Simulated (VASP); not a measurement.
Set up this calculation in VASP 6.6.1, as the native input.

| Property | Result |
| --- | --- |
| Task | single point |
| Functional | PBEsol |
| Potentials or basis | VASP PAW PBE potentials, release 64 (Sn_d) |
| Cutoff | 520 eV |
| k mesh | 20 × 20 × 20 |
| Occupations | gaussian, width 0.15 eV |
| Spin | no spin polarisation |
| Dipole correction | no |
| Further INCAR settings | ALGO = Fast; EDIFF = 1e-06; NBANDS = 13 |

The structure of Sn lies in POSCAR:

```
Sn
1.0
   -1.6651575225      1.7755470000      2.2930203512
    1.7879204775     -1.7755470000      2.3836636487
    1.6651575225      1.7755470000     -2.2930203512
Sn
1
Direct
    0.0000000000      0.0000000000      0.0000000000
```

This cell differs from its parent crystal: strain +0.0525 x Voigt [0, 0, 0, 0, 1, 0].

These files were run (other wordings do the same):

INCAR

```
SYSTEM = Sn
ALGO = Fast ; EDIFF = 1E-6
ENCUT = 520 ; GGA = PS
ISIF = 2 ; ISMEAR = 0
LASPH = .TRUE. ; LCHARG = .TRUE.
LELF = .TRUE. ; LREAL = .FALSE.
LVHAR = .TRUE. ; LWAVE = .FALSE.
NBANDS = 13 ; NELM = 80
PREC = Accurate ; SIGMA = 0.15
```

KPOINTS

```
k-points
0
G
  20 20 20
  0 0 0
```

Potentials or basis: VASP PAW PBE potentials, release 64 (Sn_d).

The run is started by

```bash
$ cat potpaw_PBE.64/Sn_d/POTCAR > POTCAR
$ mpirun -np 1 vasp_std > vasp.out
```

It gave:

```json
{"Pressure": "-3.5 GPa", "Band gap on the k mesh": "zero (bands 7 and 8 overlap by 8.75 eV)"}
```

Caveat: the cell differs from its parent crystal (strain +0.0525 x Voigt [0, 0, 0, 0, 1, 0]); the cell stands under tension; the PAW data sets were made with another functional, which shifts forces and pressure a little; spin-orbit coupling is left out, which moves the levels of the heavy elements.

Wall time 8.4 min on 1 thread of Oxide Virtual Turin-like Processor, on a shared host, peak memory 0.73 GiB.
